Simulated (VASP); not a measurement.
# C (P6_3/mmc) in VASP: notebook

C is run at these levels: PBE+D3(BJ); tasks: single point, relaxation of shape and atoms at fixed volume, relaxation of cell and atoms.

All numbers are computed with VASP 6.6.1; they aren't measurements. Logs are shortened: lines on timing, memory, paths and dates and some standing lists are left out, and cuts for length are marked.

### 1 The cell of the first run

Symmetry: P6_3/mmc, No. 194, hexagonal system. Conventional cell: a = 2.466 Å, b = 2.466 Å, c = 6.867 Å, α = 90.00°, β = 90.00°, γ = 120.00°. C (site symmetry -6m2) has 3 C at 1.42 Å within 1.9 Å. Within 1.9 Å of C (site symmetry -6m2) lie 3 C at 1.42 Å.

### 2 Single point, PBE+D3(BJ) (volume scaled by 1.02, then relaxed in part)

The input, INCAR:

```
PREC = Accurate ; ENCUT = 520
EDIFF = 1E-6 ; ISMEAR = -1
SIGMA = 0.15 ; LREAL = F
LASPH = T ; NELM = 80
ALGO = Normal ; ISIF = 2
LWAVE = F ; LCHARG = F
GGA = PE ; IVDW = 12
NBANDS = 16
```

The input, KPOINTS:

```
regular mesh
0
Gamma
  18 18 6
```

The input, POSCAR:

```
C
1.0
    2.4661450776      0.0000000000      0.0000000000
   -1.2330725388      2.1357442866      0.0000000000
    0.0000000000      0.0000000000      6.8667069796
C
4
Direct
    0.0000000000      0.0000000000      0.0025000000
    0.0000000000      0.0000000000      0.5025000000
    0.3333333333      0.6666666667      0.0025000000
    0.6666666667      0.3333333333      0.5025000000
```

Potentials or basis: VASP PAW PBE potentials, release 64 (C).

The run is started by

```bash
$ cat potpaw_PBE.64/C/POTCAR > POTCAR
$ mpirun -np 1 vasp_std > vasp.out
```

OUTCAR:

```text
PREC = Accurate
   ENCUT = 520
   EDIFF = 1E-6
   ISMEAR = -1
   LREAL = F
   LASPH = T
   NELM = 80
   ISIF = 2
   GGA = PE
   IVDW = 12
 IVDW          = 12

 ion  position               nearest neighbor table
   1  0.000  0.000  0.002-   3 1.42   3 1.42   3 1.42
   2  0.000  0.000  0.502-   4 1.42   4 1.42   4 1.42
   3  0.333  0.667  0.002-   1 1.42   1 1.42   1 1.42
   4  0.667  0.333  0.502-   2 1.42   2 1.42   2 1.42

  LATTYP: Found a hexagonal cell.
 ALAT       =     2.4661450776
 C/A-ratio  =     2.7843888999

  Lattice vectors:

 A1 = (   2.4661450776,   0.0000000000,   0.0000000000)
 A2 = (  -1.2330725388,   2.1357442866,   0.0000000000)
 A3 = (   0.0000000000,   0.0000000000,   6.8667069796)

Analysis of symmetry for initial positions (statically):
=====================================================================
 Subroutine PRICEL returns:
 Original cell was already a primitive cell.

 Routine SETGRP: Setting up the symmetry group for a
 hexagonal supercell.

 Subroutine GETGRP returns: Found 24 space group operations
 (whereof  6 operations were pure point group operations)
 out of a pool of 24 trial point group operations.

The static configuration has the point symmetry C_3v.
 The point group associated with its full space group is D_6h.

Analysis of symmetry for dynamics (positions and initial velocities):
=====================================================================
 Subroutine PRICEL returns:
 Original cell was already a primitive cell.

 Routine SETGRP: Setting up the symmetry group for a
 hexagonal supercell.

 Subroutine GETGRP returns: Found 24 space group operations
 (whereof  6 operations were pure point group operations)
 out of a pool of 24 trial point group operations.

The dynamic configuration has the point symmetry C_3v.
 The point group associated with its full space group is D_6h.

 Subroutine INISYM returns: Found 24 space group operations
 (whereof  6 operations are pure point group operations),
 and found     1 'primitive' translations

----------------------------------------------------------------------------------------

                                     Primitive cell

  volume of cell :      36.1673

  direct lattice vectors                    reciprocal lattice vectors
     2.466145078  0.000000000  0.000000000     0.405491149  0.234110424  0.000000000
    -1.233072539  2.135744287  0.000000000     0.000000000  0.468220848  0.000000000
     0.000000000  0.000000000  6.866706980     0.000000000  0.000000000  0.145630213

  length of vectors
     2.466145078  2.466145078  6.866706980     0.468220848  0.468220848  0.145630213

  position of ions in fractional coordinates (direct lattice)
     0.000000000  0.000000000  0.002500000
     0.000000000  0.000000000  0.502500000
     0.333333333  0.666666667  0.002500000
     0.666666667  0.333333333  0.502500000

  ion indices of the primitive-cell ions
   primitive index   ion index
                 1           1
                 2           2
                 3           3
                 4           4

----------------------------------------------------------------------------------------

 KPOINTS: regular mesh

Automatic generation of k-mesh.
 Grid dimensions read from file:
 generate k-points for:   18   18    6

 Generating k-lattice:

  Cartesian coordinates                     Fractional coordinates (reciprocal lattice)
     0.022527286  0.013006135  0.000000000     0.055555556  0.000000000  0.000000000
     0.000000000  0.026012269  0.000000000     0.000000000  0.055555556  0.000000000
     0.000000000  0.000000000  0.024271702     0.000000000  0.000000000  0.166666667

  Length of vectors
     0.026012269  0.026012269  0.024271702

  Shift w.r.t. Gamma in fractional coordinates (k-lattice)
     0.000000000  0.000000000  0.000000000

 Subroutine IBZKPT returns following result:
 ===========================================

 Found    148 irreducible k-points:

 Following reciprocal coordinates:
            Coordinates               Weight
  0.000000  0.000000  0.000000      1.000000
  0.055556 -0.000000  0.000000      6.000000
  0.111111 -0.000000  0.000000      6.000000
  0.166667 -0.000000  0.000000      6.000000
  0.222222 -0.000000  0.000000      6.000000
  0.277778 -0.000000  0.000000      6.000000
[... 16 lines left out ...]
  0.333333  0.111111  0.000000     12.000000
  0.388889  0.111111  0.000000     12.000000
 [... further k-points ...]
   k-points           NKPTS =    148   k-points in BZ     NKDIM =    148   number of bands    NBANDS=     16
   number of dos      NEDOS =    301   number of ions     NIONS =      4
   total plane-waves  NPLWV =  17496
   dimension x,y,z NGX =    18 NGY =   18 NGZ =   54
   dimension x,y,z NGXF=    36 NGYF=   36 NGZF=  108
   ions per type =               4
   NGX,Y,Z   is equivalent  to a cutoff of  12.13, 12.13, 13.07 a.u.
   NGXF,Y,Z  is equivalent  to a cutoff of  24.27, 24.27, 26.15 a.u.
 SYSTEM =  unknown system
   PREC   = accura    normal or accurate (medium, high low for compatibility)
   ISTART =      0    job   : 0-new  1-cont  2-samecut
   ICHARG =      2    charge: 1-file 2-atom 10-const
   ISPIN  =      1    spin polarized calculation?
   LNONCOLLINEAR =      F non collinear calculations
   LSORBIT =      F    spin-orbit coupling
   LASPH  =      T    aspherical Exc in radial PAW
   ENCUT  =  520.0 eV  38.22 Ry    6.18 a.u.   4.59  4.59 12.77*2*pi/ulx,y,z
   NELM   =     80;   NELMIN=  2; NELMDL= -5     # of ELM steps
   EDIFF  = 0.1E-05   stopping-criterion for ELM
   LREAL  =      F    real-space projection
   EDIFFG = 0.1E-04   stopping-criterion for IOM
   NSW    =      0    number of steps for IOM
   IBRION =     -1    ionic relax: 0-MD 1-quasi-New 2-CG
   NFREE  =      0    steps in history (QN), initial steepest desc. (CG)
   ISIF   =      2    stress and relaxation
   ISYM   =      2    0-nonsym 1-usesym 2-fastsym
   POTIM  = 0.5000    time-step for ionic-motion
   TEBEG  =    0.0;   TEEND  =   0.0 temperature during run
   PSTRESS=    0.0 pullay stress
   NELECT =      16.0000    total number of electrons
   NUPDOWN=      -1.0000    fix difference up-down
   EMIN   =  10.00;   EMAX   =-10.00  energy-range for DOS
   EFERMI =   0.00;   METHOD = LEGACY
   ISMEAR =    -1;   SIGMA  =   0.15  broadening in eV -4-tet -1-fermi 0-gaus
   EFERMI_NEDOS =   21; number of points for ismear=-14 and -15
   IALGO  =     38    algorithm
   IMIX   =      4    mixing-type and parameters
     AMIX     =   0.40;   BMIX     =  1.00
     AMIX_MAG =   1.60;   BMIX_MAG =  1.00
  volume/ion in A,a.u.               =       9.04        61.02
  Fermi-wavevector in a.u.,A,eV,Ry     =   1.247410  2.357264 21.171110  1.556033
  Thomas-Fermi vector in A             =   2.381544
   LORBIT       =      0    0 simple, 1 ext, 2 COOP (PROOUT), +10 PAW based schemes
   GGA     = PE    functional components
   LHFCALC =     F    Hartree Fock is set to
   AEXX    =    0.0000 exact exchange contribution
   IVDW    =    12    specifies the selected vdW correction
   LEPSILON=     F    determine dielectric tensor
   LRPA    =     F    only Hartree local field effects (RPA)
 non-spin polarized calculation
  energy-cutoff  :      520.00
  volume of cell :       36.17
 maximum number of plane-waves:       996
   NGX =  9   NGY =  9   NGZ = 25

 number of electron      15.9999995 magnetization

 Free energy of the ion-electron system (eV)
  ---------------------------------------------------
  ext. energy  EPLUGINS =         0.00000000
  ---------------------------------------------------
  free energy    TOTEN  =       -36.86274190 eV

  energy without entropy =      -36.85754918  energy(sigma->0) =      -36.86014554

 E-fermi :   4.4765     XC(G=0): -10.1615

 val. band max:        4.4741058728   @ k =   0.3333   0.3333   0.3333
 cond. band min:       4.4804957951   @ k =   0.3333   0.3333   0.5000
 fundamental gap:      0.0063899224
 Fermi energy:         4.4764905686

 k-point     1 :       0.0000    0.0000    0.0000
  band No.  band energies     occupation
      1     -15.1499      2.00000
      2     -14.8993      2.00000
      3      -3.9410      2.00000
      4      -2.1936      2.00000
      5       1.4485      2.00000
      6       1.4485      2.00000
[... 8 lines left out ...]
     15      15.8262      0.00000
     16      16.0030      0.00000

 k-point     2 :       0.0556   -0.0000    0.0000
  band No.  band energies     occupation
      1     -15.0764      2.00000
      2     -14.8269      2.00000
      3      -3.8518      2.00000
      4      -2.1096      2.00000
      5       1.1476      2.00000
      6       1.1682      2.00000
[... 8 lines left out ...]
     15      15.5646      0.00000
     16      15.7558      0.00000

 k-point     3 :       0.1111   -0.0000    0.0000
  band No.  band energies     occupation
      1     -14.8561      2.00000
      2     -14.6101      2.00000
      3      -3.5849      2.00000
      4      -1.8589      2.00000
      5       0.3229      2.00000
      6       0.3573      2.00000
[... 8 lines left out ...]
     15      14.8420      0.00000
     16      15.0660      0.00000

 k-point     4 :       0.1667   -0.0000    0.0000
  band No.  band energies     occupation
      1     -14.4902      2.00000
      2     -14.2500      2.00000
      3      -3.1431      2.00000
      4      -1.4454      2.00000
      5      -0.8602      2.00000
      6      -0.8082      2.00000
[... 8 lines left out ...]
     15      15.3200      0.00000
     16      15.3598      0.00000
[... 324 lines left out ...]
 k-point    22 :       0.2778    0.1111    0.0000
  band No.  band energies     occupation
      1     -12.3336      2.00000
      2     -12.1266      2.00000
      3      -5.0995      2.00000
      4      -4.9978      2.00000
      5      -2.1773      2.00000
      6      -2.1217      2.00000
[... 8 lines left out ...]
     15      18.0390      0.00000
     16      18.8862      0.00000

 k-point    23 :       0.3333    0.1111    0.0000
  band No.  band energies     occupation
      1     -11.4274      2.00000
      2     -11.2348      2.00000
      3      -6.4823      2.00000
      4      -6.3609      2.00000
      5      -2.5490      2.00000
      6      -2.4891      2.00000
[... 8 lines left out ...]
     15      18.1802      0.00000
     16      19.1704      0.00000

 k-point    24 :       0.3889    0.1111    0.0000
  band No.  band energies     occupation
      1     -10.4263      2.00000
      2     -10.2550      2.00000
      3      -7.7767      2.00000
      4      -7.6440      2.00000
      5      -2.7741      2.00000
      6      -2.7121      2.00000
[... 8 lines left out ...]
     15      17.4670      0.00000
     16      18.5329      0.00000

 [... further k-points ...]

------------------------ aborting loop because EDIFF is reached ----------------------------------------

 Edisp (eV)   -0.60821

 E8    (eV) :    -0.1718

  FORCE on cell =-STRESS in cart. coord.  units (eV):
  Direction    XX          YY          ZZ          XY          YZ          ZX
  --------------------------------------------------------------------------------------
  -------------------------------------------------------------------------------------
  Total       0.03218     0.03218    -0.14670     0.00000    -0.00000     0.00000
  in kB       1.42534     1.42534    -6.49854     0.00000    -0.00000     0.00000
  external pressure =       -1.22 kB  Pullay stress =        0.00 kB

 VOLUME and BASIS-vectors are now :
 -----------------------------------------------------------------------------
  energy-cutoff  :      520.00
  volume of cell :       36.17
      direct lattice vectors                 reciprocal lattice vectors
     2.466145078  0.000000000  0.000000000     0.405491149  0.234110424  0.000000000
    -1.233072539  2.135744287  0.000000000     0.000000000  0.468220848  0.000000000
     0.000000000  0.000000000  6.866706980     0.000000000  0.000000000  0.145630213

 POSITION                                       TOTAL-FORCE (eV/Angst)
 -----------------------------------------------------------------------------------
      0.00000      0.00000      0.01717         0.000000      0.000000      0.000000
      0.00000      0.00000      3.45052        -0.000000     -0.000000     -0.000000
     -0.00000      1.42383      0.01717        -0.000000      0.000000      0.000000
      1.23307      0.71191      3.45052        -0.000000      0.000000     -0.000000
 -----------------------------------------------------------------------------------
    total drift:                                0.000000      0.000000      0.000040

  FREE ENERGIE OF THE ION-ELECTRON SYSTEM (eV)
  ---------------------------------------------------
  free  energy   TOTEN  =       -37.4709541257 eV

  energy  without entropy=      -37.4657614078  energy(sigma->0) =      -37.46835777
```

Run time: 30 s. Hardware: 1 thread of Intel Xeon 6975P-C (Granite Rapids), shared host; peak memory 0.19 GiB.

What came out:

```yaml
Free_energy: -37.4710 eV
Pressure: -0.1 GPa
Band_gap_on_the_k_mesh: zero (band 8 reaches 4.47 eV, above the bottom of band 9 at 4.46 eV)
Dispersion_energy_per_atom: -0.152 eV
```

(Part 1 of 2 ends here.)
